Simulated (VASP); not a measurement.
# SrVO3 in VASP: a series of runs

Aim: see how the results for SrVO3 move with the level of theory and the settings. Levels: LDA, RPBE, PBEsol, PBE. Tasks: single point, relaxation of cell and atoms.

Program: VASP 6.6.1. These are calculated values, not measurements. Logs are shortened: lines on timing, memory, paths and dates and some standing lists are left out, and cuts for length are marked.

### Step 1. The cell of the first run

It takes space group Pm-3m (No. 221, cubic). Conventional cell: a = 3.772 Å, b = 3.772 Å, c = 3.772 Å, α = 90.00°, β = 90.00°, γ = 90.00°. Sr (site symmetry m-3m) has 12 O at 2.67 Å and 8 V at 3.27 Å within 3.5 Å. Within 2.5 Å of V (site symmetry m-3m) lie 6 O at 1.89 Å. Within 2.5 Å of O (site symmetry 4/mmm) lie 2 V at 1.89 Å.

### Step 2. Single point, LDA, collinear spin, ferromagnetic start

INCAR reads:

```
SYSTEM = SrVO3
PREC = Accurate
ENCUT = 520
EDIFF = 1E-7
ISMEAR = -1
SIGMA = 0.05
LREAL = .FALSE.
LASPH = .TRUE.
NELM = 150
ALGO = Normal
ISIF = 2
LWAVE = .FALSE.
LCHARG = .TRUE.
ISPIN = 2
MAGMOM = 0 2 0 0 0
LORBIT = 11
LMAXMIX = 4
GGA = CA
LELF = .TRUE.
LVHAR = .TRUE.
NBANDS = 32
```

KPOINTS reads:

```
regular mesh
0
G
  7 7 7
  0 0 0
```

POSCAR reads:

```
SrVO3
1.0
    3.7722929382      0.0000000000      0.0000000000
    0.0000000000      3.7722929382      0.0000000000
    0.0000000000      0.0000000000      3.7722929382
Sr V O
1 1 3
Direct
    0.5000000000      0.5000000000      0.5000000000
    0.0000000000      0.0000000000      0.0000000000
    0.0000000000      0.0000000000      0.5000000000
    0.0000000000      0.5000000000      0.0000000000
    0.5000000000      0.0000000000      0.0000000000
```

Potentials or basis: VASP PAW LDA potentials, release 64 (Sr_sv, V_sv, O).

Launch:

```
cat potpaw_LDA.64/Sr_sv/POTCAR potpaw_LDA.64/V_sv/POTCAR potpaw_LDA.64/O/POTCAR > POTCAR
mpirun -np 1 vasp_std > vasp.out
```

OUTCAR:

```text
SYSTEM = SrVO3
   PREC = Accurate
   ENCUT = 520
   EDIFF = 1E-7
   ISMEAR = -1
   LREAL = .FALSE.
   LASPH = .TRUE.
   NELM = 150
   ISIF = 2
   ISPIN = 2
   LORBIT = 11
   GGA = CA

 ion  position               nearest neighbor table
   1  0.500  0.500  0.500-   3 2.67   4 2.67   5 2.67   4 2.67   5 2.67   3 2.67   5 2.67   5 2.67
                             3 2.67   4 2.67   4 2.67   3 2.67   2 3.27   2 3.27   2 3.27   2 3.27
   2  0.000  0.000  0.000-   3 1.89   4 1.89   5 1.89   3 1.89   4 1.89   5 1.89   1 3.27   1 3.27
                             1 3.27   1 3.27   1 3.27   1 3.27   1 3.27   1 3.27
   3  0.000  0.000  0.500-   2 1.89   2 1.89   1 2.67   1 2.67   1 2.67   1 2.67
   4  0.000  0.500  0.000-   2 1.89   2 1.89   1 2.67   1 2.67   1 2.67   1 2.67
   5  0.500  0.000  0.000-   2 1.89   2 1.89   1 2.67   1 2.67   1 2.67   1 2.67

  LATTYP: Found a simple cubic cell.
 ALAT       =     3.7722929382

  Lattice vectors:

 A1 = (   3.7722929382,   0.0000000000,   0.0000000000)
 A2 = (   0.0000000000,   3.7722929382,   0.0000000000)
 A3 = (   0.0000000000,   0.0000000000,   3.7722929382)

Analysis of symmetry for initial positions (statically):
=====================================================================
 Subroutine PRICEL returns:
 Original cell was already a primitive cell.

 Routine SETGRP: Setting up the symmetry group for a
 simple cubic supercell.

 Subroutine GETGRP returns: Found 48 space group operations
 (whereof 48 operations were pure point group operations)
 out of a pool of 48 trial point group operations.

The static configuration has the point symmetry O_h .

Analysis of symmetry for dynamics (positions and initial velocities):
=====================================================================
 Subroutine PRICEL returns:
 Original cell was already a primitive cell.

 Routine SETGRP: Setting up the symmetry group for a
 simple cubic supercell.

 Subroutine GETGRP returns: Found 48 space group operations
 (whereof 48 operations were pure point group operations)
 out of a pool of 48 trial point group operations.

The dynamic configuration has the point symmetry O_h .

Analysis of structural, dynamic, and magnetic symmetry:
=====================================================================
 Subroutine PRICEL returns:
 Original cell was already a primitive cell.

 Routine SETGRP: Setting up the symmetry group for a
 simple cubic supercell.

 Subroutine GETGRP returns: Found 48 space group operations
 (whereof 48 operations were pure point group operations)
 out of a pool of 48 trial point group operations.

The overall configuration has the point symmetry O_h .

 Subroutine INISYM returns: Found 48 space group operations
 (whereof 48 operations are pure point group operations),
 and found     1 'primitive' translations

----------------------------------------------------------------------------------------

                                     Primitive cell

  volume of cell :      53.6805

  direct lattice vectors                    reciprocal lattice vectors
     3.772292938  0.000000000  0.000000000     0.265090759  0.000000000  0.000000000
     0.000000000  3.772292938  0.000000000     0.000000000  0.265090759  0.000000000
     0.000000000  0.000000000  3.772292938     0.000000000  0.000000000  0.265090759

  length of vectors
     3.772292938  3.772292938  3.772292938     0.265090759  0.265090759  0.265090759

  position of ions in fractional coordinates (direct lattice)
     0.500000000  0.500000000  0.500000000
     0.000000000  0.000000000  0.000000000
     0.000000000  0.000000000  0.500000000
     0.000000000  0.500000000  0.000000000
     0.500000000  0.000000000  0.000000000

  ion indices of the primitive-cell ions
   primitive index   ion index
                 1           1
                 2           2
                 3           3
                 4           4
                 5           5

----------------------------------------------------------------------------------------

 KPOINTS: regular mesh

Automatic generation of k-mesh.
 Grid dimensions read from file:
 generate k-points for:    7    7    7

 Generating k-lattice:

  Cartesian coordinates                     Fractional coordinates (reciprocal lattice)
     0.037870108  0.000000000  0.000000000     0.142857143  0.000000000  0.000000000
     0.000000000  0.037870108  0.000000000     0.000000000  0.142857143  0.000000000
     0.000000000  0.000000000  0.037870108     0.000000000  0.000000000  0.142857143

  Length of vectors
     0.037870108  0.037870108  0.037870108

  Shift w.r.t. Gamma in fractional coordinates (k-lattice)
     0.000000000  0.000000000  0.000000000

 Subroutine IBZKPT returns following result:
 ===========================================

 Found     20 irreducible k-points:

 Following reciprocal coordinates:
            Coordinates               Weight
  0.000000  0.000000  0.000000      1.000000
  0.142857  0.000000  0.000000      6.000000
  0.285714  0.000000  0.000000      6.000000
  0.428571  0.000000  0.000000      6.000000
  0.142857  0.142857  0.000000     12.000000
  0.285714  0.142857  0.000000     24.000000
[... 12 lines left out ...]
  0.428571  0.428571  0.285714     24.000000
  0.428571  0.428571  0.428571      8.000000
   k-points           NKPTS =     20   k-points in BZ     NKDIM =     20   number of bands    NBANDS=     32
   number of dos      NEDOS =    301   number of ions     NIONS =      5
   total plane-waves  NPLWV =  21952
   dimension x,y,z NGX =    28 NGY =   28 NGZ =   28
   dimension x,y,z NGXF=    56 NGYF=   56 NGZF=   56
   ions per type =               1   1   3
   NGX,Y,Z   is equivalent  to a cutoff of  12.34, 12.34, 12.34 a.u.
   NGXF,Y,Z  is equivalent  to a cutoff of  24.68, 24.68, 24.68 a.u.
 SYSTEM =  SrVO3
   PREC   = accura    normal or accurate (medium, high low for compatibility)
   ISTART =      0    job   : 0-new  1-cont  2-samecut
   ICHARG =      2    charge: 1-file 2-atom 10-const
   ISPIN  =      2    spin polarized calculation?
   LNONCOLLINEAR =      F non collinear calculations
   LSORBIT =      F    spin-orbit coupling
   LASPH  =      T    aspherical Exc in radial PAW
   ENCUT  =  520.0 eV  38.22 Ry    6.18 a.u.   7.01  7.01  7.01*2*pi/ulx,y,z
   NELM   =    150;   NELMIN=  2; NELMDL= -5     # of ELM steps
   EDIFF  = 0.1E-06   stopping-criterion for ELM
   LREAL  =      F    real-space projection
   EDIFFG = 0.1E-05   stopping-criterion for IOM
   NSW    =      0    number of steps for IOM
   IBRION =     -1    ionic relax: 0-MD 1-quasi-New 2-CG
   NFREE  =      0    steps in history (QN), initial steepest desc. (CG)
   ISIF   =      2    stress and relaxation
   ISYM   =      2    0-nonsym 1-usesym 2-fastsym
   POTIM  = 0.5000    time-step for ionic-motion
   TEBEG  =    0.0;   TEEND  =   0.0 temperature during run
   PSTRESS=    0.0 pullay stress
   NELECT =      41.0000    total number of electrons
   NUPDOWN=      -1.0000    fix difference up-down
   EMIN   =  10.00;   EMAX   =-10.00  energy-range for DOS
   EFERMI =   0.00;   METHOD = LEGACY
   ISMEAR =    -1;   SIGMA  =   0.05  broadening in eV -4-tet -1-fermi 0-gaus
   EFERMI_NEDOS =   21; number of points for ismear=-14 and -15
   IALGO  =     38    algorithm
   IMIX   =      4    mixing-type and parameters
     AMIX     =   0.40;   BMIX     =  1.00
     AMIX_MAG =   1.60;   BMIX_MAG =  1.00
  volume/ion in A,a.u.               =      10.74        72.45
  Fermi-wavevector in a.u.,A,eV,Ry     =   1.496456  2.827892 30.468635  2.239381
  Thomas-Fermi vector in A             =   2.608470
   LORBIT       =     11    0 simple, 1 ext, 2 COOP (PROOUT), +10 PAW based schemes
   GGA     = CA    functional components
   LHFCALC =     F    Hartree Fock is set to
   AEXX    =    0.0000 exact exchange contribution
   IVDW    =     0    specifies the selected vdW correction
   LEPSILON=     F    determine dielectric tensor
   LRPA    =     F    only Hartree local field effects (RPA)
 spin polarized calculation
  energy-cutoff  :      520.00
  volume of cell :       53.68
 maximum number of plane-waves:      1457
   NGX = 15   NGY = 15   NGZ = 15

 number of electron      40.9999960 magnetization      -0.0036720

 number of electron      40.9999960 magnetization       0.0001248

 Free energy of the ion-electron system (eV)
  ---------------------------------------------------
  ext. energy  EPLUGINS =         0.00000000
  ---------------------------------------------------
  free energy    TOTEN  =       -43.70917040 eV

  energy without entropy =      -43.69791448  energy(sigma->0) =      -43.70354244

 E-fermi :   6.5047     XC(G=0): -12.3873

 val. band max:        6.4832659177   @ k =   0.4286   0.1429   0.1429
 cond. band min:       6.9348696502   @ k =   0.2857   0.2857   0.0000
 fundamental gap:      0.4516037325
 Fermi energy:         6.5047457249

 spin component 1

 k-point     1 :       0.0000    0.0000    0.0000
  band No.  band energies     occupation
      1     -58.4072      1.00000
      2     -32.7122      1.00000
      3     -32.7122      1.00000
      4     -32.7122      1.00000
      5     -27.6093      1.00000
      6     -13.2002      1.00000
[... 24 lines left out ...]
     31      13.2069      0.00000
     32      20.6174      0.00000

 k-point     2 :       0.1429    0.0000    0.0000
  band No.  band energies     occupation
      1     -58.4070      1.00000
      2     -32.7214      1.00000
      3     -32.7118      1.00000
      4     -32.7118      1.00000
      5     -27.6006      1.00000
      6     -13.2177      1.00000
[... 24 lines left out ...]
     31      13.4666      0.00000
     32      20.5931      0.00000
[... 593 lines left out ...]
     31      16.2702      0.00000
     32      19.0274      0.00000

 k-point    20 :       0.4286    0.4286    0.4286
  band No.  band energies     occupation
      1     -58.4041      1.00000
      2     -32.7514      1.00000
      3     -32.7513      1.00000
      4     -32.7513      1.00000
      5     -27.5048      1.00000
      6     -11.8742      1.00000
[... 24 lines left out ...]
     31      15.7138      0.00000
     32      19.6718      0.00000
 Fermi energy:         6.5047457249

 spin component 2

 k-point     1 :       0.0000    0.0000    0.0000
  band No.  band energies     occupation
      1     -58.4070      1.00000
      2     -32.7120      1.00000
      3     -32.7120      1.00000
      4     -32.7120      1.00000
      5     -27.6093      1.00000
      6     -13.2002      1.00000
[... 24 lines left out ...]
     31      13.2069      0.00000
     32      20.6174      0.00000

 k-point     2 :       0.1429    0.0000    0.0000
  band No.  band energies     occupation
      1     -58.4068      1.00000
      2     -32.7212      1.00000
      3     -32.7116      1.00000
      4     -32.7116      1.00000
      5     -27.6006      1.00000
      6     -13.2177      1.00000
[... 24 lines left out ...]
     31      13.4666      0.00000
     32      20.5931      0.00000
[... 593 lines left out ...]
     31      16.2702      0.00000
     32      19.0273      0.00000

 k-point    20 :       0.4286    0.4286    0.4286
  band No.  band energies     occupation
      1     -58.4038      1.00000
      2     -32.7512      1.00000
      3     -32.7511      1.00000
      4     -32.7511      1.00000
      5     -27.5048      1.00000
      6     -11.8742      1.00000
[... 24 lines left out ...]
     31      15.7138      0.00000
     32      19.6718      0.00000

------------------------ aborting loop because EDIFF is reached ----------------------------------------

  FORCE on cell =-STRESS in cart. coord.  units (eV):
  Direction    XX          YY          ZZ          XY          YZ          ZX
  --------------------------------------------------------------------------------------
  -------------------------------------------------------------------------------------
  Total        0.4738331      0.4738331      0.4738331      0.0000000      0.0000000     -0.0000000
  in kB       14.1422900     14.1422900     14.1422900      0.0000000      0.0000000     -0.0000000
  external PRESSURE =      14.1422900 kB  Pullay stress =       0.0000000 kB

 VOLUME and BASIS-vectors are now :
 -----------------------------------------------------------------------------
  energy-cutoff  :      520.00
  volume of cell :       53.68
      direct lattice vectors                 reciprocal lattice vectors
     3.772292938  0.000000000  0.000000000     0.265090759  0.000000000  0.000000000
     0.000000000  3.772292938  0.000000000     0.000000000  0.265090759  0.000000000
     0.000000000  0.000000000  3.772292938     0.000000000  0.000000000  0.265090759

 POSITION                                       TOTAL-FORCE (eV/Angst)
 -----------------------------------------------------------------------------------
      1.88615      1.88615      1.88615         0.000000      0.000000      0.000000
      0.00000      0.00000      0.00000         0.000000      0.000000      0.000000
      0.00000      0.00000      1.88615         0.000000      0.000000      0.000000
      0.00000      1.88615      0.00000         0.000000      0.000000      0.000000
      1.88615      0.00000      0.00000         0.000000      0.000000      0.000000
 -----------------------------------------------------------------------------------
    total drift:                               -0.000000      0.000000     -0.000000

  FREE ENERGIE OF THE ION-ELECTRON SYSTEM (eV)
  ---------------------------------------------------
  free  energy   TOTEN  =       -43.7091703996 eV

  energy  without entropy=      -43.6979144808  energy(sigma->0) =      -43.70354244

 total charge

# of ion       s       p       d       tot
------------------------------------------
    1        2.002   5.803   0.253   8.058
    2        2.311   6.399   3.064  11.773
    3        1.555   3.487   0.000   5.042
    4        1.555   3.487   0.000   5.042
    5        1.555   3.487   0.000   5.042
--------------------------------------------------
tot          8.978  22.662   3.317  34.956

 magnetization (x)

# of ion       s       p       d       tot
------------------------------------------
    1        0.000  -0.000   0.000  -0.000
    2       -0.000  -0.000   0.000   0.000
    3        0.000  -0.000   0.000  -0.000
    4        0.000  -0.000   0.000  -0.000
    5        0.000  -0.000   0.000  -0.000
--------------------------------------------------
tot          0.000  -0.000   0.000   0.000
```

Wall time 26 s (1 thread of Intel Xeon 6975P-C (Granite Rapids), shared host); peak memory 0.19 GiB.

What came out:

| Item | Value |
| --- | --- |
| Free energy | -43.7092 eV |
| Pressure | 1.4 GPa |
| Net moment | 0.00 μB per cell |
| Valence electrons inside the program's atomic spheres | Sr 8.06; V 11.77; O 5.04 |

Levels at points of the mesh, in eV from the Fermi level:
Spin up:
| k point | band 18 | band 19 | band 20 | band 21 | band 22 | band 23 |
| --- | --- | --- | --- | --- | --- | --- |
| (0.00, 0.00, 0.00) | -2.39 | -2.39 | -2.39 | -0.97 | -0.97 | -0.97 |
Spin down:
```
           k point  band 18  band 19  band 20  band 21  band 22  band 23
(0.00, 0.00, 0.00)    -2.39    -2.39    -2.39    -0.97    -0.97    -0.97
```

Caveat: the moments typed at the start vanished in this run; semilocal functionals often make such compounds metallic where correlation or magnetic order opens a gap, which also shifts bond lengths.

### Step 3. Single point, RPBE, collinear spin, ferromagnetic start

This run uses another cell than the first one, of 11.33 Å³/atom.

INCAR reads:

```
  PREC = Accurate
  ENCUT = 520
  EDIFF = 1E-6
  ISMEAR = -1
  SIGMA = 0.05
  LREAL = False
  LASPH = True
  NELM = 150
  ALGO = Normal
  ISIF = 2
  LWAVE = False
  LCHARG = True
  ISPIN = 2
  MAGMOM = 0 2 0 0 0
  LORBIT = 11
  LMAXMIX = 4
  GGA = RP
  LELF = True
  LVHAR = True
  NBANDS = 32
```

KPOINTS reads:

```
regular mesh
0
Gamma
  7 7 7
```

POSCAR, as its differences from that of step 2:

```diff
@@ -2,5 +2,5 @@
 1.0
-    3.7722929382      0.0000000000      0.0000000000
-    0.0000000000      3.7722929382      0.0000000000
-    0.0000000000      0.0000000000      3.7722929382
+    3.8409000000      0.0000000000      0.0000000000
+    0.0000000000      3.8409000000      0.0000000000
+    0.0000000000      0.0000000000      3.8409000000
 Sr V O
```

Potentials or basis: VASP PAW PBE potentials, release 64 (Sr_sv, V_sv, O).

Launch:

```
cat potpaw_PBE.64/Sr_sv/POTCAR potpaw_PBE.64/V_sv/POTCAR potpaw_PBE.64/O/POTCAR > POTCAR
mpirun -np 1 vasp_std > vasp.out
```

Run time: 38 s. Hardware: 1 thread of Intel Xeon 6975P-C (Granite Rapids), shared host; peak memory 0.22 GiB.

Results (log left out):

- Free energy: -37.1289 eV
- Pressure: 8.2 GPa
- Net moment: -0.01 μB per cell
- Valence electrons inside the program's atomic spheres: Sr 8.05; V 11.58; O 5.06

Levels at points of the mesh, in eV from the Fermi level:
Spin up:
```tsv
k point	band 17	band 18	band 19	band 20	band 21	band 22	band 23	band 24
(0.00, 0.00, 0.00)	-3.19	-2.35	-2.35	-2.35	-0.85	-0.85	-0.85	1.36
```
Spin down:
```tsv
k point	band 16	band 17	band 18	band 19	band 20	band 21	band 22	band 23	band 24	band 25
(0.00, 0.00, 0.00)	-3.19	-3.19	-2.35	-2.35	-2.35	-0.86	-0.86	-0.86	1.36	1.36
```

Caveat: the cell stands under pressure; the moments typed at the start vanished in this run; the PAW data sets were made with another functional, which shifts forces and pressure a little; semilocal functionals often make such compounds metallic where correlation or magnetic order opens a gap, which also shifts bond lengths. With open d or f shells a metallic result of RPBE can be an artefact of self-interaction; +U or a hybrid may open a gap.

[end of part 1 of 2]
